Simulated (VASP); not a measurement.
Set up this calculation in VASP 6.6.1, as the native input.

* Task: single point
* Functional: PBEsol
* Potentials or basis: VASP PAW PBE potentials, release 64 (Ge_d)
* Cutoff: 520 eV
* k mesh: 7 × 7 × 4
* Occupations: fermi-dirac, width 0.1 eV
* Spin: no spin polarisation
* Dipole correction: no
* Further INCAR settings: ALGO = Normal; EDIFF = 1e-07; NBANDS = 36

The structure of Ge lies in POSCAR:

```
Ge
1.0
    3.8880074754      0.0000000000      0.0000000000
   -1.9440037377      3.3671132148      0.0000000000
    0.0000000000      0.0000000000      6.4184813028
Ge
4
Direct
    0.6666666667      0.3333333333      0.0629010000
    0.3333333333      0.6666666667      0.5629010000
    0.6666666667      0.3333333333      0.4370990000
    0.3333333333      0.6666666667      0.9370990000
```

One way to write it, as run:

INCAR

```
SYSTEM = Ge
PREC     = Accurate       ! precision mode
ENCUT    = 520            ! plane-wave cutoff, eV
EDIFF    = 1E-7           ! SCF threshold, eV
ISMEAR   = -1             ! smearing method
SIGMA    = 0.1            ! smearing width, eV
LREAL    = .FALSE.        ! projectors in reciprocal space
LASPH    = .TRUE.         ! aspherical terms in the spheres
NELM     = 60             ! most SCF steps
ALGO     = Normal         ! electronic algorithm
ISIF     = 2              ! what is computed and relaxed
LWAVE    = .FALSE.        ! write WAVECAR
LCHARG   = .FALSE.        ! write CHGCAR
GGA      = PS             ! functional
NBANDS   = 36             ! bands
```

KPOINTS

```
Automatic mesh
0
G
  7 7 4
  0 0 0
```

Potentials or basis: VASP PAW PBE potentials, release 64 (Ge_d).

The run is started by

```bash
$ cat potpaw_PBE.64/Ge_d/POTCAR > POTCAR
$ mpirun -np 1 vasp_std > vasp.out
```

It gave:

```json
{
  "Pressure": "6.7 GPa",
  "Largest force": "0.040 eV/Å",
  "Band gap on the k mesh": "zero (filled and empty bands touch)"
}
```

Caveat: the PAW data sets were made with another functional, which shifts forces and pressure a little.

Wall time 28 s on 1 thread of Intel(R) Xeon(R) 6975P-C (Granite Rapids), with other jobs on the host, peak memory 0.21 GiB.
